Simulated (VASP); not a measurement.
# ReW4 in VASP: single point with LDA

Aim: the single point of ReW4 with LDA.

All numbers are computed with VASP 6.6.1; they aren't measurements. Logs are shortened: lines on timing, memory, paths and dates and some standing lists are left out, and cuts for length are marked.

### 1 The cell of the first run

The cell holds a slab with vacuum, 5 atoms: a = 3.135 Å, b = 3.135 Å, c = 22.270 Å, α = 90.00°, β = 90.00°, γ = 90.00°.

### 2 Single point, LDA

INCAR

```
SYSTEM = ReW4
PREC     = Accurate       ! precision mode
ENCUT    = 520            ! plane-wave cutoff, eV
EDIFF    = 1E-6           ! SCF threshold, eV
ISMEAR   = -1             ! smearing method
SIGMA    = 0.1            ! smearing width, eV
LREAL    = .False.        ! projectors in reciprocal space
LASPH    = .True.         ! aspherical terms in the spheres
NELM     = 100            ! most SCF steps
ALGO     = Normal         ! electronic algorithm
ISIF     = 2              ! what is computed and relaxed
LWAVE    = .False.        ! write WAVECAR
LCHARG   = .True.         ! write CHGCAR
LDIPOL   = .True.       
IDIPOL   = 3            
DIPOL    = 0.5 0.5 0.500
GGA      = CA             ! functional
LELF     = .True.         ! ELF
LVHAR    = .True.       
LVACPOTAV= .True.       
NBANDS   = 40             ! bands
```

KPOINTS

```
Automatic mesh
0
Gamma
  12 12 1
  0 0 0
```

POSCAR

```
ReW4
1.0
    3.1348743764      0.0000000000      0.0000000000
    0.0000000000      3.1348743764      0.0000000000
    0.0000000000      0.0000000000     22.2697000000
W Re
4 1
Direct
    0.0000000000      0.0000000000      0.3657575937
    0.5000000000      0.5000000000      0.4285877335
    0.5000000000      0.5000000000      0.5714122665
    0.0000000000      0.0000000000      0.6342424072
    0.0000000000      0.0000000000      0.4999999990
```

Potentials or basis: VASP PAW LDA potentials, release 64 (W_sv, Re).

On the command line:

```console
cat potpaw_LDA.64/W_sv/POTCAR potpaw_LDA.64/Re/POTCAR > POTCAR
mpirun -np 1 vasp_std > vasp.out
```

OUTCAR:

```text
SYSTEM = ReW4
   PREC = Accurate
   ENCUT = 520
   EDIFF = 1E-6
   ISMEAR = -1
   LREAL = .False.
   LASPH = .True.
   NELM = 100
   ISIF = 2
   GGA = CA

 ion  position               nearest neighbor table
   1  0.000  0.000  0.366-   2 2.62   2 2.62   2 2.62   2 2.62   5 2.99
   2  0.500  0.500  0.429-   1 2.62   1 2.62   1 2.62   1 2.62   5 2.73   5 2.73   5 2.73   5 2.73
                             3 3.18
   3  0.500  0.500  0.571-   4 2.62   4 2.62   4 2.62   4 2.62   5 2.73   5 2.73   5 2.73   5 2.73
                             2 3.18
   4  0.000  0.000  0.634-   3 2.62   3 2.62   3 2.62   3 2.62   5 2.99
   5  0.000  0.000  0.500-   2 2.73   2 2.73   2 2.73   2 2.73   3 2.73   3 2.73   3 2.73   3 2.73
                             1 2.99   4 2.99

  LATTYP: Found a simple tetragonal cell.
 ALAT       =     3.1348743764
 C/A-ratio  =     7.1038572287

  Lattice vectors:

 A1 = (   3.1348743764,   0.0000000000,   0.0000000000)
 A2 = (   0.0000000000,   3.1348743764,   0.0000000000)
 A3 = (   0.0000000000,   0.0000000000,  22.2697000000)

Analysis of symmetry for initial positions (statically):
=====================================================================
 Subroutine PRICEL returns:
 Original cell was already a primitive cell.

 Routine SETGRP: Setting up the symmetry group for a
 simple tetragonal supercell.

 Subroutine GETGRP returns: Found 16 space group operations
 (whereof 16 operations were pure point group operations)
 out of a pool of 16 trial point group operations.

The static configuration has the point symmetry D_4h.

Analysis of symmetry for dynamics (positions and initial velocities):
=====================================================================
 Subroutine PRICEL returns:
 Original cell was already a primitive cell.

 Routine SETGRP: Setting up the symmetry group for a
 simple tetragonal supercell.

 Subroutine GETGRP returns: Found 16 space group operations
 (whereof 16 operations were pure point group operations)
 out of a pool of 16 trial point group operations.

The dynamic configuration has the point symmetry D_4h.

 Subroutine INISYM returns: Found 16 space group operations
 (whereof 16 operations are pure point group operations),
 and found     1 'primitive' translations

----------------------------------------------------------------------------------------

                                     Primitive cell

  volume of cell :     218.8541

  direct lattice vectors                    reciprocal lattice vectors
     3.134874376  0.000000000  0.000000000     0.318992049  0.000000000  0.000000000
     0.000000000  3.134874376  0.000000000     0.000000000  0.318992049  0.000000000
     0.000000000  0.000000000 22.269700000     0.000000000  0.000000000  0.044904062

  length of vectors
     3.134874376  3.134874376 22.269700000     0.318992049  0.318992049  0.044904062

  position of ions in fractional coordinates (direct lattice)
     0.000000000  0.000000000  0.365757594
     0.500000000  0.500000000  0.428587734
     0.500000000  0.500000000  0.571412266
     0.000000000  0.000000000  0.634242407
     0.000000000  0.000000000  0.499999999

  ion indices of the primitive-cell ions
   primitive index   ion index
                 1           1
                 2           2
                 3           3
                 4           4
                 5           5

----------------------------------------------------------------------------------------

 KPOINTS: Automatic mesh

Automatic generation of k-mesh.
 Grid dimensions read from file:
 generate k-points for:   12   12    1

 Generating k-lattice:

  Cartesian coordinates                     Fractional coordinates (reciprocal lattice)
     0.026582671  0.000000000  0.000000000     0.083333333  0.000000000  0.000000000
     0.000000000  0.026582671  0.000000000     0.000000000  0.083333333  0.000000000
     0.000000000  0.000000000  0.044904062     0.000000000  0.000000000  1.000000000

  Length of vectors
     0.026582671  0.026582671  0.044904062

  Shift w.r.t. Gamma in fractional coordinates (k-lattice)
     0.000000000  0.000000000  0.000000000

 Subroutine IBZKPT returns following result:
 ===========================================

 Found     28 irreducible k-points:

 Following reciprocal coordinates:
            Coordinates               Weight
  0.000000  0.000000  0.000000      1.000000
  0.083333  0.000000  0.000000      4.000000
  0.166667  0.000000  0.000000      4.000000
  0.250000  0.000000  0.000000      4.000000
  0.333333  0.000000  0.000000      4.000000
  0.416667  0.000000  0.000000      4.000000
[... 16 lines left out ...]
  0.333333  0.333333  0.000000      4.000000
  0.416667  0.333333  0.000000      8.000000
 [... further k-points ...]
   k-points           NKPTS =     28   k-points in BZ     NKDIM =     28   number of bands    NBANDS=     40
   number of dos      NEDOS =    301   number of ions     NIONS =      5
   total plane-waves  NPLWV =  96768
   dimension x,y,z NGX =    24 NGY =   24 NGZ =  168
   dimension x,y,z NGXF=    48 NGYF=   48 NGZF=  336
   ions per type =               4   1
   NGX,Y,Z   is equivalent  to a cutoff of  12.73, 12.73, 12.54 a.u.
   NGXF,Y,Z  is equivalent  to a cutoff of  25.45, 25.45, 25.08 a.u.
 SYSTEM =  ReW4
   PREC   = accura    normal or accurate (medium, high low for compatibility)
   ISTART =      0    job   : 0-new  1-cont  2-samecut
   ICHARG =      2    charge: 1-file 2-atom 10-const
   ISPIN  =      1    spin polarized calculation?
   LNONCOLLINEAR =      F non collinear calculations
   LSORBIT =      F    spin-orbit coupling
   LASPH  =      T    aspherical Exc in radial PAW
   ENCUT  =  520.0 eV  38.22 Ry    6.18 a.u.   5.83  5.83 41.41*2*pi/ulx,y,z
   NELM   =    100;   NELMIN=  2; NELMDL= -5     # of ELM steps
   EDIFF  = 0.1E-05   stopping-criterion for ELM
   LREAL  =      F    real-space projection
   EDIFFG = 0.1E-04   stopping-criterion for IOM
   NSW    =      0    number of steps for IOM
   IBRION =     -1    ionic relax: 0-MD 1-quasi-New 2-CG
   NFREE  =      0    steps in history (QN), initial steepest desc. (CG)
   ISIF   =      2    stress and relaxation
   ISYM   =      2    0-nonsym 1-usesym 2-fastsym
   POTIM  = 0.5000    time-step for ionic-motion
   TEBEG  =    0.0;   TEEND  =   0.0 temperature during run
   PSTRESS=    0.0 pullay stress
   NELECT =      63.0000    total number of electrons
   NUPDOWN=      -1.0000    fix difference up-down
   EMIN   =  10.00;   EMAX   =-10.00  energy-range for DOS
   EFERMI =   0.00;   METHOD = LEGACY
   ISMEAR =    -1;   SIGMA  =   0.10  broadening in eV -4-tet -1-fermi 0-gaus
   EFERMI_NEDOS =   21; number of points for ismear=-14 and -15
   IALGO  =     38    algorithm
   IMIX   =      4    mixing-type and parameters
     AMIX     =   0.40;   BMIX     =  1.00
     AMIX_MAG =   1.60;   BMIX_MAG =  1.00
  volume/ion in A,a.u.               =      43.77       295.38
  Fermi-wavevector in a.u.,A,eV,Ry     =   1.080945  2.042689 15.897610  1.168441
  Thomas-Fermi vector in A             =   2.216949
   LORBIT       =      0    0 simple, 1 ext, 2 COOP (PROOUT), +10 PAW based schemes
   GGA     = CA    functional components
   LHFCALC =     F    Hartree Fock is set to
   AEXX    =    0.0000 exact exchange contribution
   IVDW    =     0    specifies the selected vdW correction
   LEPSILON=     F    determine dielectric tensor
   LRPA    =     F    only Hartree local field effects (RPA)
 non-spin polarized calculation
  energy-cutoff  :      520.00
  volume of cell :      218.85
 maximum number of plane-waves:      5952
 NGX is ok and might be reduce to    24
   NGX = 11   NGY = 11   NGZ = 83

 dipolmoment           0.000000      0.000000      0.000000 electrons x Angstroem

 number of electron      63.0000007 magnetization

 dipolmoment           0.000000      0.000000     -0.000000 electrons x Angstroem

 Free energy of the ion-electron system (eV)
  ---------------------------------------------------
  ext. energy  EPLUGINS =         0.00000000
  ---------------------------------------------------
  free energy    TOTEN  =       -64.56700852 eV

  energy without entropy =      -64.37653310  energy(sigma->0) =      -64.47177081

 E-fermi :   1.0622     XC(G=0):  -5.9709

 val. band max:        1.0429509059   @ k =   0.4167   0.1667   0.0000
 cond. band min:       1.1054147969   @ k =   0.2500   0.1667   0.0000
 fundamental gap:      0.0624638910
 Fermi energy:         1.0622481827

 k-point     1 :       0.0000    0.0000    0.0000
  band No.  band energies     occupation
      1     -72.5777      2.00000
      2     -72.5729      2.00000
      3     -72.2613      2.00000
      4     -72.2607      2.00000
      5     -37.2901      2.00000
      6     -37.2239      2.00000
[... 32 lines left out ...]
     39       2.6076      0.00000
     40       2.8601      0.00000

 k-point     2 :       0.0833    0.0000    0.0000
  band No.  band energies     occupation
      1     -72.5747      2.00000
      2     -72.5700      2.00000
      3     -72.2629      2.00000
      4     -72.2623      2.00000
      5     -37.2973      2.00000
      6     -37.2579      2.00000
[... 32 lines left out ...]
     39       3.0420      0.00000
     40       3.3383      0.00000

 k-point     3 :       0.1667    0.0000    0.0000
  band No.  band energies     occupation
      1     -72.5663      2.00000
      2     -72.5619      2.00000
      3     -72.2674      2.00000
      4     -72.2669      2.00000
      5     -37.3408      2.00000
      6     -37.3327      2.00000
[... 32 lines left out ...]
     39       3.1104      0.00000
     40       3.4559      0.00000

 k-point     4 :       0.2500    0.0000    0.0000
  band No.  band energies     occupation
      1     -72.5543      2.00000
      2     -72.5502      2.00000
      3     -72.2741      2.00000
      4     -72.2738      2.00000
      5     -37.4289      2.00000
      6     -37.4180      2.00000
[... 32 lines left out ...]
     39       3.4095      0.00000
     40       3.4936      0.00000
[... 772 lines left out ...]
     39       3.1690      0.00000
     40       4.2576      0.00000

 k-point    23 :       0.3333    0.3333    0.0000
  band No.  band energies     occupation
      1     -72.5259      2.00000
      2     -72.5220      2.00000
      3     -72.2816      2.00000
      4     -72.2816      2.00000
      5     -37.4909      2.00000
      6     -37.4742      2.00000
[... 32 lines left out ...]
     39       3.7588      0.00000
     40       3.9107      0.00000

 k-point    24 :       0.4167    0.3333    0.0000
  band No.  band energies     occupation
      1     -72.5220      2.00000
      2     -72.5180      2.00000
      3     -72.2817      2.00000
      4     -72.2817      2.00000
      5     -37.5334      2.00000
      6     -37.5284      2.00000
[... 32 lines left out ...]
     39       3.6903      0.00000
     40       4.1314      0.00000

 [... further k-points ...]

------------------------ aborting loop because EDIFF is reached ----------------------------------------

  FORCE on cell =-STRESS in cart. coord.  units (eV):
  Direction    XX          YY          ZZ          XY          YZ          ZX
  --------------------------------------------------------------------------------------
  -------------------------------------------------------------------------------------
  Total       -5.1234497     -5.1234497     -0.7104517      0.0000000     -0.0000000     -0.0000000
  in kB      -37.5075255    -37.5075255     -5.2010436      0.0000000     -0.0000000     -0.0000000
  external PRESSURE =     -26.7386982 kB  Pullay stress =       0.0000000 kB

 VOLUME and BASIS-vectors are now :
 -----------------------------------------------------------------------------
  energy-cutoff  :      520.00
  volume of cell :      218.85
      direct lattice vectors                 reciprocal lattice vectors
     3.134874376  0.000000000  0.000000000     0.318992049  0.000000000  0.000000000
     0.000000000  3.134874376  0.000000000     0.000000000  0.318992049  0.000000000
     0.000000000  0.000000000 22.269700000     0.000000000  0.000000000  0.044904062

 POSITION                                       TOTAL-FORCE (eV/Angst)
 -----------------------------------------------------------------------------------
      0.00000      0.00000      8.14531         0.000000     -0.000000      0.080468
      1.56744      1.56744      9.54452         0.000000      0.000000      0.054160
      1.56744      1.56744     12.72518        -0.000000     -0.000000     -0.054160
      0.00000      0.00000     14.12439        -0.000000      0.000000     -0.080468
      0.00000      0.00000     11.13485        -0.000000     -0.000000      0.000000
 -----------------------------------------------------------------------------------
    total drift:                                0.000000     -0.000000     -0.000035

  FREE ENERGIE OF THE ION-ELECTRON SYSTEM (eV)
  ---------------------------------------------------
  free  energy   TOTEN  =       -64.5670085207 eV

  energy  without entropy=      -64.3765331005  energy(sigma->0) =      -64.47177081

 vacuum level on the upper side and lower side of the slab         5.515         5.515
```

Run time: 12 min. Hardware: 1 thread of Oxide Virtual Turin-like, shared host; peak memory 0.34 GiB.

Results:

- Free energy: -64.5670 eV
- Largest force: 0.080 eV/Å
- Band gap on the k mesh: zero (an odd number of electrons rules out a gap without spin polarisation)

Forces on the atoms (eV/Å):
```
W    0.000  0.000  0.080
W    0.000  0.000  0.054
W    0.000  0.000 -0.054
W    0.000  0.000 -0.080
Re   0.000  0.000  0.000
```

Caveat: spin-orbit coupling is left out, which moves the levels of the heavy elements.
